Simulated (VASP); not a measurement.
# H2CO2 in VASP: a series of runs, part 2 of 2

VASP 6.6.1.

## 3. Single point, PBE

Contents of INCAR:

```
PREC = Accurate
ENCUT = 910
EDIFF = 1E-6
ISMEAR = -1
SIGMA = 0.05
LREAL = Auto
LASPH = True
NELM = 120
ALGO = Normal
ISIF = 2
LWAVE = False
LCHARG = True
GGA = PE
LELF = True
LVHAR = True
NBANDS = 98
GGA_COMPAT = False
```

Contents of KPOINTS:

```
regular mesh
0
Gamma
  1 1 1
```

Contents of POSCAR:

```
H2CO2
1.0
    7.6834750000      0.0000000000      0.0000000000
    0.0000000000      7.6834750000      0.0000000000
    0.0000000000      0.0000000000      7.6834750000
O C H
16 8 16
Direct
    0.4866417864      0.4119360055      0.6015247007
    0.4294280908      0.6984339768      0.5638073918
    0.3653685344      0.9076492082      0.3093782436
    0.6226089107      0.8181454355      0.2092282463
    0.8745522046      0.1064101855      0.6688119633
    0.6170254995      0.0926924341      0.5354868728
    0.3586398082      0.2889838257      0.2015103843
    0.5625579572      0.4777135346      0.2826065029
    0.9653574717      0.7781505113      0.9553489795
    1.2564887632      0.8228958902      0.9829927214
   -0.0482594139      0.8832592024      0.3079075548
   -0.0328887645      0.7148978815      0.5482285034
    0.8932026199      0.1930116256      0.1951200466
    1.0675768451      0.2990573927      0.4044393975
    0.6699312486      0.2878775554      0.9743638132
    0.8663918344      0.4802514487      0.8817624838
    0.3951597422      0.5695209524      0.6427169998
    0.4963639499      0.9115797214      0.1950289420
    0.7036529695      0.0662330521      0.6598967264
    0.4290897023      0.4484429246      0.1989854851
    1.1085218602      0.8664959540      1.0054825453
    0.0405936116      0.8196291392      0.4513582721
    0.9784374908      0.3213129476      0.2841943261
    0.7139868354      0.4498875834      0.9274058938
    0.5747399451      0.4496142696      0.5119298234
    0.2844806549      0.5505711934      0.7503115452
    0.3947172341      0.7923628306      0.4008342579
    0.4938911105      1.0258899782      0.1075555006
    0.9068292667      0.1725521330      0.5626100170
    0.7006725473     -0.0150973355      0.7647711485
    0.4270203261      0.2256400912      0.2944761322
    0.3341066379      0.5247755736      0.1212211922
    0.9896693879      0.6968721835      0.8676803139
    1.0862402754      0.9904632995      1.0597548635
   -0.1670728414      0.8249782813      0.2472188691
    0.1507521011      0.8931375452      0.4982641318
    0.9135710079      0.0808358197      0.2617956068
    0.9429847823      0.4504992858      0.2406723520
    0.7649663726      0.2167899290      1.0165582630
    0.6112208343      0.5368924868      0.9496224039
```

Potentials or basis: VASP PAW PBE potentials, release 64 (O_h, C_h, H_h).

Started as:

```bash
$ cat potpaw_PBE.64/O_h/POTCAR potpaw_PBE.64/C_h/POTCAR potpaw_PBE.64/H_h/POTCAR > POTCAR
$ mpirun -np 1 vasp_gam > vasp.out
```

Run time: 2.6 min. Hardware: 1 thread of AMD EPYC 7R13 (Zen 3), shared host; peak memory 0.94 GiB.

Results (log left out):

```yaml
Free_energy: -238.2146 eV
Pressure: 2.3 GPa
Largest_force: 4.994 eV/Å
Band_gap_on_the_k_mesh: 3.88 eV
```

Forces in eV/Å, atoms in the order of the input:
```
O   -1.183  2.576  1.435
O   -0.175  1.941 -0.177
O    0.859 -2.387  0.734
O    1.408 -0.883 -0.459
O    0.760  1.155 -0.516
O   -1.972  0.475 -1.351
O    0.539 -0.480  0.934
O   -0.977  0.768 -1.211
O    0.004  2.839  1.846
O    1.519 -1.437 -0.873
O   -0.352 -0.734 -0.805
O    1.404  0.070 -0.888
O    0.585  0.298  0.798
O    2.419 -0.993  3.738
O   -2.218  0.667 -0.517
O   -2.062  0.066  0.202
C   -0.087 -4.373  0.674
C   -0.435  1.414  1.271
C    3.211  0.264 -1.363
C    0.195 -1.505  1.098
C   -0.748 -0.340 -1.132
C   -4.435 -0.832  1.297
C   -2.935  0.293 -3.013
C    4.315 -2.489 -0.353
H   -0.734 -0.360  0.281
H    1.732  0.214 -1.561
H   -0.274  2.641 -1.489
H   -0.353 -0.319 -0.131
H    0.240 -0.002  0.485
H   -1.977 -2.058  2.835
H   -0.663  0.168 -0.771
H    0.888  0.898 -0.020
H    0.303 -1.943 -1.441
H   -0.878  1.231  0.684
H    1.557  0.642  1.838
H    0.651  0.477 -0.697
H    0.216 -0.054 -0.373
H   -0.166  0.584 -0.802
H    1.064  0.043  0.048
H   -1.246  1.465 -0.256
```

Stress tensor (GPa, compression positive):
```
 0.52 -0.63 -0.24
-0.63  3.78 -0.42
-0.24 -0.42  2.73
```

Levels at points of the mesh, in eV from the valence-band top:
| k point | band 68 | band 69 | band 70 | band 71 | band 72 | band 73 | band 74 | band 75 | band 76 | band 77 |
| --- | --- | --- | --- | --- | --- | --- | --- | --- | --- | --- |
| (0.00, 0.00, 0.00) | -0.50 | -0.36 | -0.33 | -0.21 | 0.00 | 3.88 | 4.11 | 4.38 | 4.59 | 4.81 |

Caveat: the k points lie up to 0.82 Å⁻¹ apart; the cutoff is under 1.25 times the usual one of these potentials, so pressure, stress and relaxed cells hold a basis-set (Pulay) error.

## 4. Single point, PBE

Contents of INCAR:

```
PREC     = Accurate       # precision mode
ENCUT    = 910            # plane-wave cutoff, eV
EDIFF    = 1E-6           # SCF threshold, eV
ISMEAR   = -1             # smearing method
SIGMA    = 0.05           # smearing width, eV
LREAL    = Auto         
LASPH    = T              # aspherical terms in the spheres
NELM     = 120            # most SCF steps
ALGO     = Normal         # electronic algorithm
ISIF     = 2              # what is computed and relaxed
LWAVE    = F              # write WAVECAR
LCHARG   = T              # write CHGCAR
GGA      = PE             # functional
LELF     = T              # ELF
LVHAR    = T            
NBANDS   = 98             # bands
GGA_COMPAT= F
```

KPOINTS is that of step 3.

Contents of POSCAR:

```
H2CO2
1.0
    7.6834750000      0.0000000000      0.0000000000
    0.0000000000      7.6834750000      0.0000000000
    0.0000000000      0.0000000000      7.6834750000
O C H
16 8 16
Direct
    0.5213135983      0.4261483248      0.6231815682
    0.3790081962      0.6720787144      0.5431917199
    0.3809083780      0.8435115622      0.2642424164
    0.6433677470      0.8802267203      0.1579623803
    0.8419888137      0.1806604434      0.7081951851
    0.6475976039      0.0852609008      0.4946459772
    0.3042633704      0.2650493429      0.2582815718
    0.4895441190      0.4867198761      0.2958687313
    0.9788149242      0.8220759487      0.9574313706
    1.2664061509      0.7609057100      0.9195969272
   -0.1009308939      0.8715327375      0.3407963194
   -0.0701375354      0.6498491893      0.5503239094
    0.9393536128      0.1621141476      0.1461968706
    0.9795958209      0.2793657818      0.4139012621
    0.6647382857      0.3178639873      0.9504944052
    0.8586088977      0.4978736835      0.8273730311
    0.3899407495      0.5485668919      0.6403222500
    0.4864725922      0.9151588311      0.1455721532
    0.7223294148      0.0763456639      0.6310946544
    0.3490868390      0.4316926911      0.2340347304
    1.1420743869      0.8594808989      0.9650711429
   -0.0298302526      0.7882501082      0.4844422608
    0.9200654652      0.2729103693      0.2702292908
    0.7339387452      0.4652582328      0.9171891625
    0.5731651369      0.4730021247      0.5146629617
    0.2758257169      0.5053833064      0.7228760424
    0.4334366937      0.7680639294      0.3594857795
    0.4420265570      0.9936389459      0.0357260224
    0.8960008330      0.2883200635      0.6510986240
    0.7119695190     -0.0333573025      0.7427889074
    0.4090727177      0.2081089611      0.3163152089
    0.2472188691      0.4859519944      0.1596673380
    0.9689235665      0.7157438529      0.8728342319
    1.1744035088      0.9938862299      1.0216080615
   -0.2301302471      0.8519582611      0.2977689132
    0.1062279763      0.8296246165      0.5129449891
    0.9911400766      0.0532571525      0.1838491047
    0.8356375208      0.3792294502      0.2362212410
    0.7474222276      0.2307159196      0.9066861023
    0.6683304104      0.5708745067      0.9839558273
```

Started as:

```bash
$ cat potpaw_PBE.64/O_h/POTCAR potpaw_PBE.64/C_h/POTCAR potpaw_PBE.64/H_h/POTCAR > POTCAR
$ mpirun -np 1 vasp_gam > vasp.out
```

Wall time 3 min (1 thread of Intel Xeon Platinum 8488C (Sapphire Rapids), shared host); peak memory 0.97 GiB.

Results (log left out):

- Free energy: -238.7937 eV
- Pressure: 1.4 GPa
- Largest force: 4.159 eV/Å
- Band gap on the k mesh: 3.91 eV

Forces in eV/Å, atoms in the order of the input:
```
O   -1.410  1.765  0.464
O   -0.056  0.879  0.747
O   -1.126  1.530 -1.095
O   -0.248  0.787 -1.249
O    0.700  0.305 -0.653
O   -0.219  0.311 -0.141
O    1.442 -0.779  0.305
O   -2.032 -0.053 -2.189
O   -0.931 -1.173 -1.716
O   -2.277  1.612  0.500
O    0.485 -0.670  1.810
O   -1.155  0.720 -0.302
O    0.011 -0.716 -1.696
O    1.340 -0.867  1.613
O   -0.836 -1.759  1.031
O    1.731 -0.021 -0.383
C   -0.478 -2.181 -0.382
C    1.635 -2.600  2.328
C    0.670 -1.284  2.535
C    3.212 -1.655  2.061
C    3.943 -0.519 -0.167
C    0.983 -0.813 -2.118
C   -0.975  1.947  0.616
C   -0.460  2.486  0.624
H    0.505 -0.569  0.020
H    1.113  0.335  0.000
H    0.119  0.470 -0.638
H   -0.690  0.085  0.367
H   -1.044 -1.103 -0.154
H   -0.460  1.012 -1.872
H   -1.167  0.503 -0.266
H   -0.750  1.689 -0.840
H   -0.474  0.578  1.203
H   -0.566 -1.047 -0.419
H    1.072 -0.255  0.412
H   -0.468  0.993 -0.143
H    0.112 -0.555  0.723
H   -0.704  0.644 -0.899
H    0.080 -0.525 -0.399
H   -0.625  0.493  0.363
```

Stress tensor (GPa, compression positive):
```
 0.87 -0.06 -1.33
-0.06  1.45  1.07
-1.33  1.07  1.81
```

Levels at points of the mesh, in eV from the valence-band top:
| k point | band 68 | band 69 | band 70 | band 71 | band 72 | band 73 | band 74 | band 75 | band 76 | band 77 |
| --- | --- | --- | --- | --- | --- | --- | --- | --- | --- | --- |
| (0.00, 0.00, 0.00) | -0.72 | -0.47 | -0.44 | -0.13 | 0.00 | 3.91 | 4.22 | 4.39 | 4.50 | 4.59 |

Caveat: the k points lie up to 0.82 Å⁻¹ apart; the cutoff is under 1.25 times the usual one of these potentials, so pressure, stress and relaxed cells hold a basis-set (Pulay) error; the atoms stand as in a frame of molecular dynamics.

## 5. Overview

```tsv
cell	gap on the mesh (eV)	pressure (GPa)	largest force (eV/Å)
as given, atomic positions A	3.90	1.5	5.26
as given, atomic positions B	3.88	2.3	4.99
as given, atomic positions C	3.91	1.4	4.16
```

Alike in all rows: task single point; level PBE; potentials or basis VASP PAW PBE potentials, release 64 (O_h, C_h, H_h); no spin polarisation; k mesh 1 × 1 × 1; cutoff (eV) 910; smearing fermi-dirac 0.05 eV.

Caveats: all runs use coarse meshes; the cutoff is under 1.25 times the usual one of these potentials, so pressure, stress and relaxed cells hold a basis-set (Pulay) error; the atoms stand as in a frame of molecular dynamics (at least some runs).

Absolute energies hang on the potentials; compare differences alone.
